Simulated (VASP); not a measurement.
# Nb (Im-3m) in VASP: single point with r2SCAN

Aim: the single point of Nb with r2SCAN.

Everything below comes from runs of VASP 6.6.1. Logs are shortened: lines on timing, memory, paths and dates and some standing lists are left out, and cuts for length are marked.

### Step 1. The cell of the first run

It takes space group Im-3m (No. 229, cubic). The conventional cell has a = 3.304 Å, b = 3.304 Å, c = 3.304 Å, α = 90.00°, β = 90.00°, γ = 90.00°. Nb (site symmetry m-3m) has 14 Nb at 2.86 to 3.30 Å within 3.8 Å.

### Step 2. Single point, r2SCAN

The input, POSCAR:

```
Nb
1.0
   -1.6521913880      1.6521913880      1.6521913880
    1.6521913880     -1.6521913880      1.6521913880
    1.6521913880      1.6521913880     -1.6521913880
Nb
1
Direct
    0.0000000000      0.0000000000      0.0000000000
```

The input, INCAR.step1:

```
PREC     = Accurate       # precision mode
ENCUT    = 520            # plane-wave cutoff, eV
ISMEAR   = 0              # smearing method
SIGMA    = 0.05           # smearing width, eV
LREAL    = False          # projectors in reciprocal space
LASPH    = True           # aspherical terms in the spheres
NELM     = 80             # most SCF steps
NBANDS   = 12             # bands
GGA      = PE             # functional
ALGO     = Normal         # electronic algorithm
EDIFF    = 1E-4           # SCF threshold, eV
LWAVE    = True           # write WAVECAR
LCHARG   = False          # write CHGCAR
```

The input, INCAR.step2:

```
PREC     = Accurate       # precision mode
ENCUT    = 520            # plane-wave cutoff, eV
EDIFF    = 1E-6           # SCF threshold, eV
ISMEAR   = 0              # smearing method
SIGMA    = 0.05           # smearing width, eV
LREAL    = False          # projectors in reciprocal space
LASPH    = True           # aspherical terms in the spheres
NELM     = 80             # most SCF steps
ALGO     = Normal         # electronic algorithm
ISIF     = 2              # what is computed and relaxed
LWAVE    = False          # write WAVECAR
LCHARG   = False          # write CHGCAR
METAGGA  = R2SCAN         # meta-GGA
LMIXTAU  = True         
NBANDS   = 12             # bands
ISTART   = 1
```

The input, KPOINTS:

```
Automatic mesh
0
Gamma
  18 18 18
```

Potentials or basis: VASP PAW PBE potentials, release 64 (Nb_sv).

On the command line:

```console
$ cat potpaw_PBE.64/Nb_sv/POTCAR > POTCAR
$ cp INCAR.step1 INCAR
$ mpirun -np 1 vasp_std > vasp.out
$ cp INCAR.step2 INCAR
$ mpirun -np 1 vasp_std > vasp.out
```

OUTCAR:

```text
PREC = Accurate
   ENCUT = 520
   EDIFF = 1E-6
   ISMEAR = 0
   LREAL = False
   LASPH = True
   NELM = 80
   ISIF = 2
   METAGGA = R2SCAN
   ISTART = 1

 ion  position               nearest neighbor table
   1  0.000  0.000  0.000-

  LATTYP: Found a body centered cubic cell.
 ALAT       =     3.3043827760

  Lattice vectors:

 A1 = (  -1.6521913880,   1.6521913880,   1.6521913880)
 A2 = (   1.6521913880,  -1.6521913880,   1.6521913880)
 A3 = (   1.6521913880,   1.6521913880,  -1.6521913880)

Analysis of symmetry for initial positions (statically):
=====================================================================
 Subroutine PRICEL returns:
 Original cell was already a primitive cell.

 Routine SETGRP: Setting up the symmetry group for a
 body centered cubic supercell.

 Subroutine GETGRP returns: Found 48 space group operations
 (whereof 48 operations were pure point group operations)
 out of a pool of 48 trial point group operations.

The static configuration has the point symmetry O_h .

Analysis of symmetry for dynamics (positions and initial velocities):
=====================================================================
 Subroutine PRICEL returns:
 Original cell was already a primitive cell.

 Routine SETGRP: Setting up the symmetry group for a
 body centered cubic supercell.

 Subroutine GETGRP returns: Found 48 space group operations
 (whereof 48 operations were pure point group operations)
 out of a pool of 48 trial point group operations.

The dynamic configuration has the point symmetry O_h .

 Subroutine INISYM returns: Found 48 space group operations
 (whereof 48 operations are pure point group operations),
 and found     1 'primitive' translations

----------------------------------------------------------------------------------------

                                     Primitive cell

  volume of cell :      18.0402

  direct lattice vectors                    reciprocal lattice vectors
    -1.652191388  1.652191388  1.652191388     0.000000000  0.302628378  0.302628378
     1.652191388 -1.652191388  1.652191388     0.302628378  0.000000000  0.302628378
     1.652191388  1.652191388 -1.652191388     0.302628378  0.302628378  0.000000000

  length of vectors
     2.861679428  2.861679428  2.861679428     0.427981157  0.427981157  0.427981157

  position of ions in fractional coordinates (direct lattice)
     0.000000000  0.000000000  0.000000000

  ion indices of the primitive-cell ions
   primitive index   ion index
                 1           1

----------------------------------------------------------------------------------------

 KPOINTS: Automatic mesh

Automatic generation of k-mesh.
 Grid dimensions read from file:
 generate k-points for:   18   18   18

 Generating k-lattice:

  Cartesian coordinates                     Fractional coordinates (reciprocal lattice)
     0.000000000  0.016812688  0.016812688     0.055555556  0.000000000  0.000000000
     0.016812688  0.000000000  0.016812688     0.000000000  0.055555556  0.000000000
     0.016812688  0.016812688  0.000000000     0.000000000  0.000000000  0.055555556

  Length of vectors
     0.023776731  0.023776731  0.023776731

  Shift w.r.t. Gamma in fractional coordinates (k-lattice)
     0.000000000  0.000000000  0.000000000

 Subroutine IBZKPT returns following result:
 ===========================================

 Found    195 irreducible k-points:

 Following reciprocal coordinates:
            Coordinates               Weight
  0.000000  0.000000  0.000000      1.000000
  0.055556  0.000000  0.000000     12.000000
  0.111111  0.000000  0.000000     12.000000
  0.166667  0.000000  0.000000     12.000000
  0.222222  0.000000  0.000000     12.000000
  0.277778  0.000000  0.000000     12.000000
[... 16 lines left out ...]
  0.333333  0.111111  0.000000     48.000000
  0.388889  0.111111  0.000000     48.000000
 [... further k-points ...]
   k-points           NKPTS =    195   k-points in BZ     NKDIM =    195   number of bands    NBANDS=     12
   number of dos      NEDOS =    301   number of ions     NIONS =      1
   total plane-waves  NPLWV =  13824
   dimension x,y,z NGX =    24 NGY =   24 NGZ =   24
   dimension x,y,z NGXF=    48 NGYF=   48 NGZF=   48
   ions per type =               1
   NGX,Y,Z   is equivalent  to a cutoff of  13.94, 13.94, 13.94 a.u.
   NGXF,Y,Z  is equivalent  to a cutoff of  27.89, 27.89, 27.89 a.u.
 SYSTEM =  unknown system
   PREC   = accura    normal or accurate (medium, high low for compatibility)
   ISTART =      1    job   : 0-new  1-cont  2-samecut
   ICHARG =      0    charge: 1-file 2-atom 10-const
   ISPIN  =      1    spin polarized calculation?
   LNONCOLLINEAR =      F non collinear calculations
   LSORBIT =      F    spin-orbit coupling
   LASPH  =      T    aspherical Exc in radial PAW
   ENCUT  =  520.0 eV  38.22 Ry    6.18 a.u.   5.32  5.32  5.32*2*pi/ulx,y,z
   NELM   =     80;   NELMIN=  2; NELMDL=  0     # of ELM steps
   EDIFF  = 0.1E-05   stopping-criterion for ELM
   LREAL  =      F    real-space projection
   EDIFFG = 0.1E-04   stopping-criterion for IOM
   NSW    =      0    number of steps for IOM
   IBRION =     -1    ionic relax: 0-MD 1-quasi-New 2-CG
   NFREE  =      0    steps in history (QN), initial steepest desc. (CG)
   ISIF   =      2    stress and relaxation
   ISYM   =      2    0-nonsym 1-usesym 2-fastsym
   POTIM  = 0.5000    time-step for ionic-motion
   TEBEG  =    0.0;   TEEND  =   0.0 temperature during run
   PSTRESS=    0.0 pullay stress
   NELECT =      13.0000    total number of electrons
   NUPDOWN=      -1.0000    fix difference up-down
   EMIN   =  10.00;   EMAX   =-10.00  energy-range for DOS
   EFERMI =   0.00;   METHOD = LEGACY
   ISMEAR =     0;   SIGMA  =   0.05  broadening in eV -4-tet -1-fermi 0-gaus
   EFERMI_NEDOS =   21; number of points for ismear=-14 and -15
   IALGO  =     38    algorithm
   IMIX   =      4    mixing-type and parameters
     AMIX     =   0.40;   BMIX     =  1.00
     AMIX_MAG =   1.60;   BMIX_MAG =  1.00
  volume/ion in A,a.u.               =      18.04       121.74
  Fermi-wavevector in a.u.,A,eV,Ry     =   1.467717  2.773583 29.309570  2.154193
  Thomas-Fermi vector in A             =   2.583301
   LORBIT       =      0    0 simple, 1 ext, 2 COOP (PROOUT), +10 PAW based schemes
   METAGGA = R2SCAN    functional components
   LHFCALC =     F    Hartree Fock is set to
   AEXX    =    0.0000 exact exchange contribution
   IVDW    =     0    specifies the selected vdW correction
   LEPSILON=     F    determine dielectric tensor
   LRPA    =     F    only Hartree local field effects (RPA)
 non-spin polarized calculation
 Gauss-broadening in eV      SIGMA  =   0.05
  energy-cutoff  :      520.00
  volume of cell :       18.04
 maximum number of plane-waves:       498
 NGX is ok and might be reduce to    24
   NGX = 11   NGY = 11   NGZ = 11

 number of electron      13.0000000 magnetization

 Free energy of the ion-electron system (eV)
  ---------------------------------------------------
  ext. energy  EPLUGINS =         0.00000000
  ---------------------------------------------------
  free energy    TOTEN  =       -24.84339146 eV

  energy without entropy =      -24.84086966  energy(sigma->0) =      -24.84213056

 E-fermi :  11.0836     XC(G=0): -13.6181

 val. band max:       11.0826790152   @ k =   0.2778   0.0556   0.0000
 cond. band min:      11.0843915804   @ k =   0.2778   0.0556   0.0556
 fundamental gap:      0.0017125652
 Fermi energy:        11.0835967036

 k-point     1 :       0.0000    0.0000    0.0000
  band No.  band energies     occupation
      1     -45.0455      2.00000
      2     -19.5879      2.00000
      3     -19.5879      2.00000
      4     -19.5879      2.00000
      5       4.8290      2.00000
      6      11.5571      0.00000
      7      11.5571      0.00000
      8      11.5571      0.00000
      9      14.6764      0.00000
     10      14.6764      0.00000
     11      25.9871      0.00000
     12      25.9871      0.00000

 k-point     2 :       0.0556    0.0000    0.0000
  band No.  band energies     occupation
      1     -45.0376      2.00000
      2     -19.6349      2.00000
      3     -19.6020      2.00000
      4     -19.5883      2.00000
      5       4.9630      2.00000
      6      11.4726      0.00000
      7      11.5360      0.00000
      8      11.6838      0.00000
      9      14.5432      0.00000
     10      14.6752      0.00000
     11      26.0981      0.00000
     12      26.2198      0.00000

 k-point     3 :       0.1111    0.0000    0.0000
  band No.  band energies     occupation
      1     -45.0149      2.00000
      2     -19.7689      2.00000
      3     -19.6423      2.00000
      4     -19.5894      2.00000
      5       5.3478      2.00000
      6      11.2394      0.00001
      7      11.4489      0.00000
      8      12.0593      0.00000
      9      14.2578      0.00000
     10      14.6793      0.00000
     11      26.3698      0.00000
     12      26.8950      0.00000
[... 286 lines left out ...]
 k-point    23 :       0.3333    0.1111    0.0000
  band No.  band energies     occupation
      1     -44.8004      2.00000
      2     -20.8400      2.00000
      3     -20.0324      2.00000
      4     -19.6614      2.00000
      5       7.7072      2.00000
      6       9.6707      2.00000
      7      11.6020      0.00000
      8      14.3911      0.00000
      9      15.4706      0.00000
     10      17.2724      0.00000
     11      24.3029      0.00000
     12      25.1182      0.00000

 k-point    24 :       0.3889    0.1111    0.0000
  band No.  band energies     occupation
      1     -44.7781      2.00000
      2     -20.9394      2.00000
      3     -20.0794      2.00000
      4     -19.6636      2.00000
      5       7.6187      2.00000
      6       9.5414      2.00000
      7      12.1984      0.00000
      8      14.5238      0.00000
      9      15.6555      0.00000
     10      18.1236      0.00000
     11      23.6484      0.00000
     12      24.2747      0.00000

 [... further k-points ...]

------------------------ aborting loop because EDIFF is reached ----------------------------------------

  FORCE on cell =-STRESS in cart. coord.  units (eV):
  Direction    XX          YY          ZZ          XY          YZ          ZX
  --------------------------------------------------------------------------------------
  -------------------------------------------------------------------------------------
  Total       -0.0190390     -0.0190390     -0.0190390      0.0000000     -0.0000000     -0.0000000
  in kB       -1.6908827     -1.6908827     -1.6908827      0.0000000     -0.0000000     -0.0000000
  external PRESSURE =      -1.6908827 kB  Pullay stress =       0.0000000 kB

 VOLUME and BASIS-vectors are now :
 -----------------------------------------------------------------------------
  energy-cutoff  :      520.00
  volume of cell :       18.04
      direct lattice vectors                 reciprocal lattice vectors
    -1.652191388  1.652191388  1.652191388     0.000000000  0.302628378  0.302628378
     1.652191388 -1.652191388  1.652191388     0.302628378  0.000000000  0.302628378
     1.652191388  1.652191388 -1.652191388     0.302628378  0.302628378  0.000000000

 POSITION                                       TOTAL-FORCE (eV/Angst)
 -----------------------------------------------------------------------------------
      0.00000      0.00000      0.00000        -0.000000      0.000000      0.000000
 -----------------------------------------------------------------------------------
    total drift:                                0.000000      0.000000     -0.000000

  FREE ENERGIE OF THE ION-ELECTRON SYSTEM (eV)
  ---------------------------------------------------
  free  energy   TOTEN  =       -24.8433914607 eV

  energy  without entropy=      -24.8408696590  energy(sigma->0) =      -24.84213056
```

Wall time 64 s (1 thread of Intel Xeon 6975P-C, shared host); peak memory 0.17 GiB.

Results:

```
Free energy : -24.8434 eV
Pressure    : -0.2 GPa
```

Caveat: the PAW data sets were made with another functional, which shifts forces and pressure a little.
